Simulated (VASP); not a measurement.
Write the native input for VASP 6.6.1 that does the following.

- Task: single point
- Functional: LDA
- Potentials or basis: VASP PAW LDA potentials, release 64 (Sb, Pt)
- Cutoff: 520 eV
- k mesh: 11 × 11 × 8
- Occupations: fermi-dirac, width 0.08 eV
- Spin: no spin polarisation
- Dipole correction: no
- Further INCAR settings: ALGO = Normal; EDIFF = 1e-06; NBANDS = 23

The structure of SbPt lies in POSCAR:

```
SbPt
1.0
    4.0456885431      0.0000000000      0.0000000000
   -2.0228442715      3.5036690541      0.0000000000
    0.0000000000      0.0000000000      5.3602951869
Sb Pt
2 2
Direct
    0.3333333333      0.6666666667      0.2500000000
    0.6666666667      0.3333333333      0.7500000000
    0.0000000000      0.0000000000      0.0000000000
    0.0000000000      0.0000000000      0.5000000000
```

This cell differs from its parent crystal: volume scaled by 0.94.

One way to write it, as run:

INCAR

```
ALGO = Normal ; EDIFF = 1E-6
ENCUT = 520 ; GGA = CA
ISIF = 2 ; ISMEAR = -1
LASPH = True ; LCHARG = False
LREAL = False ; LWAVE = False
NBANDS = 23 ; NELM = 60
PREC = Accurate ; SIGMA = 0.08
```

KPOINTS

```
k-points
0
Gamma
  11 11 8
```

Potentials or basis: VASP PAW LDA potentials, release 64 (Sb, Pt).

Run with:

```console
$ cat potpaw_LDA.64/Sb/POTCAR potpaw_LDA.64/Pt/POTCAR > POTCAR
$ mpirun -np 1 vasp_std > vasp.out
```

It gave:

```json
{
 "Pressure": "11.1 GPa",
 "Band gap on the k mesh": "zero (band 15 reaches 13.68 eV, above the bottom of band 16 at 9.42 eV)"
}
```

Caveat: spin-orbit coupling is left out, which moves the levels of the heavy elements.

Wall time 2.6 min on 1 thread of Oxide Virtual Turin-like Processor, on a shared host, peak memory 0.22 GiB.
